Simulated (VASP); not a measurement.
Ni:

```
Ni
1.0
    -2.86115    2.86115    2.86115
     2.86115   -2.86115    2.86115
     2.86115    2.86115   -2.86115
Ni
8
Direct
  0.20600 0.20600 0.20600
  0.50000 0.00000 0.29400
  0.29400 0.50000 0.00000
  0.00000 0.29400 0.50000
  0.79400 0.79400 0.79400
  0.50000 0.00000 0.70600
  0.70600 0.50000 0.00000
  0.00000 0.70600 0.50000
```

| Item | Value |
| --- | --- |
| Program | VASP 6.6.1 |
| Task | relaxation of cell and atoms |
| Functional | PBE |
| Potentials or basis | VASP PAW PBE potentials, release 64 (Ni) |
| Cutoff | 600 eV |
| k mesh | 4 × 4 × 4 |
| Occupations | gaussian, width 0.1 eV |
| Spin | collinear spin, ferromagnetic start |
| Starting moments | [0.72, 0.72, 0.72, 0.72, 0.72, 0.72, 0.72, 0.72] μB |

At the start: pressure 40.4 GPa; volume 11.71 Å³/atom.

Task: How do energy, volume and symmetry change on relaxing?

Result: Over 10 steps the energy falls by 362.2 meV/atom and the volume is 14.08 Å³/atom (+20.3 %); space group Ia-3 (No. 206, to 0.05 Å); moment 6.51 μB per cell.

Step by step:
| step | energy change (eV) | largest force (eV/Å) | pressure (GPa) | volume (Å³) |
| --- | --- | --- | --- | --- |
| 1 | 0.0000 | 2.4714 | 40.41 | 93.69 |
| 2 | -1.3278 | 0.1223 | -14.92 | 139.72 |
| 3 | -2.7693 | 0.3304 | -1.97 | 115.94 |
| 4 | -2.7712 | 0.3529 | -1.42 | 115.39 |
| 5 | -2.7712 | 0.3726 | -0.95 | 114.92 |
| 6 | -2.8184 | 0.2921 | -0.14 | 113.65 |
| 7 | -2.8655 | 0.1527 | 2.14 | 110.75 |
| 8 | -2.8926 | 0.0646 | -0.20 | 112.62 |
| 9 | -2.8934 | 0.0501 | -0.68 | 113.03 |
| 10 | -2.8975 | 0.0356 | -0.42 | 112.67 |

Final structure:
```
CELL_PARAMETERS angstrom
-3.04266 3.04266 3.04266
3.04266 -3.04266 3.04266
3.04266 3.04266 -3.04266
ATOMIC_POSITIONS crystal
Ni 0.23552 0.23552 0.23552
Ni 0.50000 0.00000 0.26448
Ni 0.26448 0.50000 0.00000
Ni 0.00000 0.26448 0.50000
Ni 0.76448 0.76448 0.76448
Ni 0.50000 0.00000 0.73552
Ni 0.73552 0.50000 0.00000
Ni 0.00000 0.73552 0.50000
```

Caveat: the k points lie up to 0.37 Å⁻¹ apart in the final cell; the volume moved by over 15 % at a fixed basis, so the end points are rough.
